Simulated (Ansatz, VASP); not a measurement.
## TePb: VASP beside Ansatz

```xyz
4
Lattice="3.2836 3.2836 0.0000 -3.2836 3.2836 0.0000 0.0000 0.0000 6.5671" Properties=species:S:1:pos:R:3 pbc="T T T"
Pb    0.0000    0.0000    0.0000
Pb    0.0000    3.2836    3.2836
Te    0.0000    3.2836    0.0000
Te    0.0000    0.0000    3.2836
```

Alike in both runs: task single point; functional PBE; k mesh 6 × 6 × 4; occupations fermi-dirac, width 0.02 eV; no spin polarisation.

|  | VASP | Ansatz |
| --- | --- | --- |
| version | VASP 6.6.1 | Ansatz 0.2.0 |
| potentials or method | VASP PAW PBE potentials, release 64 (Pb_d, Te), cutoff 520 eV | all-electron LAPW, scalar-relativistic |

```tsv
	VASP	Ansatz	Ansatz less VASP
gap on the k mesh at the Fermi level (eV)	0.83	0.82	-0.005
```

Ansatz ran all-electron here, and VASP with PAW potentials.

Spin-orbit coupling is off throughout.
